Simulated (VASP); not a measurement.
# PtC18 in VASP: notebook

PtC18 is run at these levels: PBE; tasks: single point.

All numbers are computed with VASP 6.6.1; they aren't measurements. Logs are shortened: lines on timing, memory, paths and dates and some standing lists are left out, and cuts for length are marked.

## 1. The cell of the first run

The cell holds a slab with vacuum, 19 atoms: a = 7.398 Å, b = 7.398 Å, c = 12.000 Å, α = 90.00°, β = 90.00°, γ = 120.00°.

## 2. Single point, PBE

INCAR reads:

```
PREC = Accurate
ENCUT = 520
EDIFF = 1E-6
ISMEAR = 0
SIGMA = 0.02
LREAL = Auto
LASPH = T
NELM = 100
ALGO = Normal
ISIF = 2
LWAVE = F
LCHARG = F
GGA = PE
NBANDS = 56
```

KPOINTS reads:

```
Automatic mesh
0
Gamma
  2 2 1
```

POSCAR reads:

```
PtC18
1.0
    7.3980000000      0.0000000000      0.0000000000
   -3.6990000000      6.4068560000      0.0000000000
    0.0000000000      0.0000000000     12.0000000000
C Pt
18 1
Direct
   -0.0075399186     -0.0105853792      0.0857398333
    0.2145906050      0.0973396312      0.0798328333
   -0.0084130877      0.3198061577      0.0805691667
    0.2141668285      0.4303979986      0.0803515833
   -0.0066442540      0.6512510973      0.1000755000
    0.2174532261      0.7645185095      0.0856843333
    0.3253301243     -0.0133678672      0.0798289167
    0.5477262077      0.0968325182      0.0781723333
    0.3247913026      0.3197367008      0.0781529167
    0.5471854966      0.4299452025      0.0798325000
    0.3248139062      0.6530106186      0.0805761667
    0.5478223685      0.7636163510      0.0805986667
    0.6583766434     -0.0138195708      0.0803645833
    0.8809820114      0.0967950583      0.0806136667
    0.6579210619      0.3192160086      0.0798217500
    0.8800804727      0.4271747328      0.0856301667
    0.6551692831      0.6520976903      0.0857340833
    0.8792322215      0.7652943971      0.1001300833
    0.9362879443      0.7083263616      0.2632903333
```

Potentials or basis: VASP PAW PBE potentials, release 64 (C, Pt).

Launch:

```bash
$ cat potpaw_PBE.64/C/POTCAR potpaw_PBE.64/Pt/POTCAR > POTCAR
$ mpirun -np 1 vasp_std > vasp.out
```

OUTCAR:

```text
PREC = Accurate
   ENCUT = 520
   EDIFF = 1E-6
   ISMEAR = 0
   LREAL = Auto
   LASPH = T
   NELM = 100
   ISIF = 2
   GGA = PE

 ion  position               nearest neighbor table
   1  0.992  0.989  0.086-  14 1.40   2 1.43  18 1.45
   2  0.215  0.097  0.080-   7 1.42   9 1.43   1 1.43
   3  0.992  0.320  0.081-  16 1.40   4 1.43  14 1.43
   4  0.214  0.430  0.080-   9 1.42   3 1.43  11 1.43
   5  0.993  0.651  0.100-  16 1.45   6 1.45  18 1.46  19 2.09
   6  0.217  0.765  0.086-  11 1.40   7 1.42   5 1.45
   7  0.325  0.987  0.080-   2 1.42   6 1.42   8 1.43
   8  0.548  0.097  0.078-  13 1.42  15 1.42   7 1.43
   9  0.325  0.320  0.078-   4 1.42  10 1.43   2 1.43
  10  0.547  0.430  0.080-  15 1.42   9 1.43  17 1.43
  11  0.325  0.653  0.081-   6 1.40   4 1.43  12 1.43
  12  0.548  0.764  0.081-  17 1.40  13 1.43  11 1.43
  13  0.658  0.986  0.080-   8 1.42  12 1.43  14 1.43
  14  0.881  0.097  0.081-   1 1.40  13 1.43   3 1.43
  15  0.658  0.319  0.080-  10 1.42   8 1.42  16 1.43
  16  0.880  0.427  0.086-   3 1.40  15 1.43   5 1.45
  17  0.655  0.652  0.086-  12 1.40  10 1.43  18 1.45
  18  0.879  0.765  0.100-  17 1.45   1 1.45   5 1.46  19 2.09
  19  0.936  0.708  0.263-  18 2.09   5 2.09

  LATTYP: Found a hexagonal cell.
 ALAT       =     7.3980000000
 C/A-ratio  =     1.6220600162

  Lattice vectors:

 A1 = (   7.3980000000,   0.0000000000,   0.0000000000)
 A2 = (  -3.6990000000,   6.4068560000,   0.0000000000)
 A3 = (   0.0000000000,   0.0000000000,  12.0000000000)

Analysis of symmetry for initial positions (statically):
=====================================================================
 Subroutine PRICEL returns:
 Original cell was already a primitive cell.

 Routine SETGRP: Setting up the symmetry group for a
 hexagonal supercell.

 Subroutine GETGRP returns: Found  1 space group operations
 (whereof  1 operations were pure point group operations)
 out of a pool of 24 trial point group operations.

The static configuration has the point symmetry C_1 .

Analysis of symmetry for dynamics (positions and initial velocities):
=====================================================================
 Subroutine PRICEL returns:
 Original cell was already a primitive cell.

 Routine SETGRP: Setting up the symmetry group for a
 hexagonal supercell.

 Subroutine GETGRP returns: Found  1 space group operations
 (whereof  1 operations were pure point group operations)
 out of a pool of 24 trial point group operations.

The dynamic configuration has the point symmetry C_1 .

 Subroutine INISYM returns: Found  1 space group operations
 (whereof  1 operations are pure point group operations),
 and found     1 'primitive' translations

----------------------------------------------------------------------------------------

                                     Primitive cell

  volume of cell :     568.7750

  direct lattice vectors                    reciprocal lattice vectors
     7.398000000  0.000000000  0.000000000     0.135171668  0.078041398  0.000000000
    -3.699000000  6.406856000  0.000000000     0.000000000  0.156082796  0.000000000
     0.000000000  0.000000000 12.000000000     0.000000000  0.000000000  0.083333333

  length of vectors
     7.398000000  7.398000054 12.000000000     0.156082797  0.156082796  0.083333333

  position of ions in fractional coordinates (direct lattice)
     0.992460081  0.989414621  0.085739833
     0.214590605  0.097339631  0.079832833
     0.991586912  0.319806158  0.080569167
     0.214166828  0.430397999  0.080351583
     0.993355746  0.651251097  0.100075500
     0.217453226  0.764518510  0.085684333
[... 11 lines left out ...]
     0.879232221  0.765294397  0.100130083
     0.936287944  0.708326362  0.263290333

  ion indices of the primitive-cell ions
   primitive index   ion index
                 1           1
                 2           2
                 3           3
                 4           4
                 5           5
                 6           6
[... 11 lines left out ...]
                18          18
                19          19

----------------------------------------------------------------------------------------

 KPOINTS: Automatic mesh

Automatic generation of k-mesh.
 Grid dimensions read from file:
 generate k-points for:    2    2    1

 Generating k-lattice:

  Cartesian coordinates                     Fractional coordinates (reciprocal lattice)
     0.067585834  0.039020699  0.000000000     0.500000000  0.000000000  0.000000000
     0.000000000  0.078041398  0.000000000     0.000000000  0.500000000  0.000000000
     0.000000000  0.000000000  0.083333333     0.000000000  0.000000000  1.000000000

  Length of vectors
     0.078041399  0.078041398  0.083333333

  Shift w.r.t. Gamma in fractional coordinates (k-lattice)
     0.000000000  0.000000000  0.000000000

 Subroutine IBZKPT returns following result:
 ===========================================

 Found      4 irreducible k-points:

 Following reciprocal coordinates:
            Coordinates               Weight
  0.000000  0.000000  0.000000      1.000000
  0.500000  0.000000  0.000000      1.000000
  0.000000  0.500000  0.000000      1.000000
  0.500000  0.500000  0.000000      1.000000
   k-points           NKPTS =      4   k-points in BZ     NKDIM =      4   number of bands    NBANDS=     56
   number of dos      NEDOS =    301   number of ions     NIONS =     19
   total plane-waves  NPLWV = 282240
   dimension x,y,z NGX =    56 NGY =   56 NGZ =   90
   dimension x,y,z NGXF=   112 NGYF=  112 NGZF=  180
   ions per type =              18   1
   NGX,Y,Z   is equivalent  to a cutoff of  12.58, 12.58, 12.47 a.u.
   NGXF,Y,Z  is equivalent  to a cutoff of  25.17, 25.17, 24.94 a.u.
 SYSTEM =  unknown system
   PREC   = accura    normal or accurate (medium, high low for compatibility)
   ISTART =      0    job   : 0-new  1-cont  2-samecut
   ICHARG =      2    charge: 1-file 2-atom 10-const
   ISPIN  =      1    spin polarized calculation?
   LNONCOLLINEAR =      F non collinear calculations
   LSORBIT =      F    spin-orbit coupling
   LASPH  =      T    aspherical Exc in radial PAW
   ENCUT  =  520.0 eV  38.22 Ry    6.18 a.u.  13.76 13.76 22.31*2*pi/ulx,y,z
   NELM   =    100;   NELMIN=  2; NELMDL= -5     # of ELM steps
   EDIFF  = 0.1E-05   stopping-criterion for ELM
   LREAL  =      T    real-space projection
   EDIFFG = 0.1E-04   stopping-criterion for IOM
   NSW    =      0    number of steps for IOM
   IBRION =     -1    ionic relax: 0-MD 1-quasi-New 2-CG
   NFREE  =      0    steps in history (QN), initial steepest desc. (CG)
   ISIF   =      2    stress and relaxation
   ISYM   =      2    0-nonsym 1-usesym 2-fastsym
   POTIM  = 0.5000    time-step for ionic-motion
   TEBEG  =    0.0;   TEEND  =   0.0 temperature during run
   PSTRESS=    0.0 pullay stress
   NELECT =      82.0000    total number of electrons
   NUPDOWN=      -1.0000    fix difference up-down
   EMIN   =  10.00;   EMAX   =-10.00  energy-range for DOS
   EFERMI =   0.00;   METHOD = LEGACY
   ISMEAR =     0;   SIGMA  =   0.02  broadening in eV -4-tet -1-fermi 0-gaus
   EFERMI_NEDOS =   21; number of points for ismear=-14 and -15
   IALGO  =     38    algorithm
   IMIX   =      4    mixing-type and parameters
     AMIX     =   0.40;   BMIX     =  1.00
     AMIX_MAG =   1.60;   BMIX_MAG =  1.00
  volume/ion in A,a.u.               =      29.94       202.01
  Fermi-wavevector in a.u.,A,eV,Ry     =   0.858419  1.622176 10.025902  0.736883
  Thomas-Fermi vector in A             =   1.975621
   LORBIT       =      0    0 simple, 1 ext, 2 COOP (PROOUT), +10 PAW based schemes
   GGA     = PE    functional components
   LHFCALC =     F    Hartree Fock is set to
   AEXX    =    0.0000 exact exchange contribution
   IVDW    =     0    specifies the selected vdW correction
   LEPSILON=     F    determine dielectric tensor
   LRPA    =     F    only Hartree local field effects (RPA)
 non-spin polarized calculation
 Gauss-broadening in eV      SIGMA  =   0.02
  energy-cutoff  :      520.00
  volume of cell :      568.78
 maximum number of plane-waves:     15363
 NGX is ok and might be reduce to    56
   NGX = 27   NGY = 27   NGZ = 45

 number of electron      81.9999998 magnetization

 Free energy of the ion-electron system (eV)
  ---------------------------------------------------
  ext. energy  EPLUGINS =         0.00000000
  ---------------------------------------------------
  free energy    TOTEN  =      -168.00646695 eV

  energy without entropy =     -168.00646695  energy(sigma->0) =     -168.00646695

 E-fermi :  -1.1894     XC(G=0):  -4.2149

 val. band max:       -1.3593215797   @ k =   0.0000   0.0000   0.0000
 cond. band min:      -1.0694517621   @ k =   0.0000   0.0000   0.0000
 fundamental gap:      0.2898698176
 Fermi energy:        -1.1894131105

 k-point     1 :       0.0000    0.0000    0.0000
  band No.  band energies     occupation
      1     -20.9163      2.00000
      2     -18.5443      2.00000
      3     -18.3643      2.00000
      4     -18.3001      2.00000
      5     -18.2742      2.00000
      6     -18.2537      2.00000
[... 45 lines left out ...]
     52       3.6819      0.00000
     53       3.8240      0.00000

 k-point     2 :       0.5000    0.0000    0.0000
  band No.  band energies     occupation
      1     -20.3270      2.00000
      2     -20.1981      2.00000
      3     -18.9941      2.00000
      4     -18.9417      2.00000
      5     -16.6213      2.00000
      6     -16.4852      2.00000
[... 45 lines left out ...]
     52       3.8922      0.00000
     53       4.2538      0.00000

 k-point     3 :       0.0000    0.5000    0.0000
  band No.  band energies     occupation
      1     -20.3272      2.00000
      2     -20.1979      2.00000
      3     -18.9940      2.00000
      4     -18.9419      2.00000
      5     -16.6213      2.00000
      6     -16.4855      2.00000
[... 45 lines left out ...]
     52       3.8922      0.00000
     53       4.2538      0.00000

 k-point     4 :       0.5000    0.5000    0.0000
  band No.  band energies     occupation
      1     -20.3109      2.00000
      2     -20.2186      2.00000
      3     -19.0055      2.00000
      4     -18.9229      2.00000
      5     -16.5934      2.00000
      6     -16.4945      2.00000
[... 45 lines left out ...]
     52       3.9508      0.00000
     53       4.2723      0.00000
 [bands above 53 left out]

------------------------ aborting loop because EDIFF is reached ----------------------------------------

  FORCE on cell =-STRESS in cart. coord.  units (eV):
  Direction    XX          YY          ZZ          XY          YZ          ZX
  --------------------------------------------------------------------------------------
  -------------------------------------------------------------------------------------
  Total        2.7650691      5.5858898     -0.0612551      2.4292535      0.0117844     -0.0069185
  in kB        7.7888983     15.7348429     -0.1725490      6.8429424      0.0331952     -0.0194886
  external PRESSURE =       7.7837307 kB  Pullay stress =       0.0000000 kB

 VOLUME and BASIS-vectors are now :
 -----------------------------------------------------------------------------
  energy-cutoff  :      520.00
  volume of cell :      568.78
      direct lattice vectors                 reciprocal lattice vectors
     7.398000000  0.000000000  0.000000000     0.135171668  0.078041398  0.000000000
    -3.699000000  6.406856000  0.000000000     0.000000000  0.156082796  0.000000000
     0.000000000  0.000000000 12.000000000     0.000000000  0.000000000  0.083333333

 POSITION                                       TOTAL-FORCE (eV/Angst)
 -----------------------------------------------------------------------------------
      3.68237      6.33904      1.02888         0.002205     -0.005262     -0.004719
      1.22748      0.62364      0.95799        -0.006625     -0.007343      0.003338
      6.15280      2.04895      0.96683         0.005268      0.000095      0.001405
     -0.00764      2.75750      0.96422        -0.001106      0.003892      0.005504
      4.93987      4.17247      1.20091         0.018358     -0.007651     -0.021398
     -1.21923      4.89816      1.02821        -0.017716     -0.001516      0.000534
[... 11 lines left out ...]
      3.67374      4.90313      1.20156        -0.017535      0.024260     -0.022979
      4.30656      4.53814      3.15948         0.002532     -0.001608      0.033006
 -----------------------------------------------------------------------------------
    total drift:                               -0.003229      0.002508      0.038106

  FREE ENERGIE OF THE ION-ELECTRON SYSTEM (eV)
  ---------------------------------------------------
  free  energy   TOTEN  =      -168.0064669549 eV

  energy  without entropy=     -168.0064669549  energy(sigma->0) =     -168.00646695
```

It took 3.1 min on 1 thread of Intel Xeon 6975P-C (Granite Rapids), shared host; peak memory 0.58 GiB.

Results:

```yaml
Free_energy: -168.0065 eV
Largest_force: 0.038 eV/Å
Band_gap_on_the_k_mesh: 0.29 eV, direct
```

Forces in eV/Å, atoms in the order of the input:
```
C    0.002 -0.005 -0.005
C   -0.007 -0.007  0.003
C    0.005  0.000  0.001
C   -0.001  0.004  0.006
C    0.018 -0.008 -0.021
C   -0.018 -0.002  0.001
C    0.003  0.000  0.002
C    0.006 -0.004 -0.006
C    0.005 -0.002 -0.001
C    0.005  0.003  0.000
C    0.003 -0.011  0.002
C   -0.008  0.000  0.002
C    0.007  0.005  0.002
C   -0.005 -0.004  0.000
C    0.005  0.008  0.003
C   -0.010  0.011  0.007
C    0.004 -0.010 -0.007
C   -0.018  0.024 -0.023
Pt   0.003 -0.002  0.033
```

Caveat: the k points lie up to 0.49 Å⁻¹ apart; spin-orbit coupling is left out, which moves the levels of the heavy elements.

(Part 1 of 2 ends here.)
